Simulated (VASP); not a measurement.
Write the native input for VASP 6.6.1 that does the following.

```yaml
Task: relaxation of cell and atoms
Functional: RPBE
Potentials_or_basis: VASP PAW PBE potentials, release 64 (Zn)
Cutoff: 600 eV
k_mesh: 11 × 11 × 6
Occupations: fermi-dirac, width 0.05 eV
Spin: no spin polarisation
Dipole_correction: no
Further_INCAR_settings: ALGO = Fast; EDIFF = 1e-06; IBRION = 2; EDIFFG = -0.01; NSW = 60; ISIF = 3
```

The structure of Zn lies in POSCAR:

```
Zn
1.0
    2.6700000000      0.0000000000      0.0000000000
   -1.3350000000      2.3122878281      0.0000000000
    0.0000000000      0.0000000000      4.9660000000
Zn
2
Direct
    0.6666666667      0.3333333333      0.7500000000
    0.3333333333      0.6666666667      0.2500000000
```

These files were run (other wordings do the same):

INCAR

```
SYSTEM = Zn
  PREC = Accurate
  ENCUT = 600
  EDIFF = 1E-6
  ISMEAR = -1
  SIGMA = 0.05
  LREAL = .FALSE.
  LASPH = .TRUE.
  NELM = 80
  ALGO = Fast
  ISIF = 3
  LWAVE = .FALSE.
  LCHARG = .FALSE.
  GGA = RP
  IBRION = 2
  NSW = 60
  EDIFFG = -0.01
```

KPOINTS

```
regular mesh
0
G
  11 11 6
  0 0 0
```

Potentials or basis: VASP PAW PBE potentials, release 64 (Zn).

The run is started by

```bash
$ cat potpaw_PBE.64/Zn/POTCAR > POTCAR
$ mpirun -np 1 vasp_std > vasp.out
```

Results of the run:

* Relaxed volume: 15.78 Å³/atom
* Relaxed cell: a = 2.739 Å, b = 2.739 Å, c = 4.857 Å, α = 90.00°, β = 90.00°, γ = 120.00°
* Space group after relaxing (to 0.05 Å): P6_3/mmc (No. 194)
* Energy gained by relaxing: 7.5 meV/atom
* Ionic steps: 13
* Pressure after relaxing: 0.0 GPa
* Band gap on the k mesh: zero (band 12 reaches 4.47 eV, above the bottom of band 13 at 0.50 eV)

Caveat: the PAW data sets were made with another functional, which shifts forces and pressure a little.

Run time: 87 s on 1 thread of Intel(R) Xeon(R) 6975P-C (Granite Rapids) (shared host), peak memory 0.18 GiB.
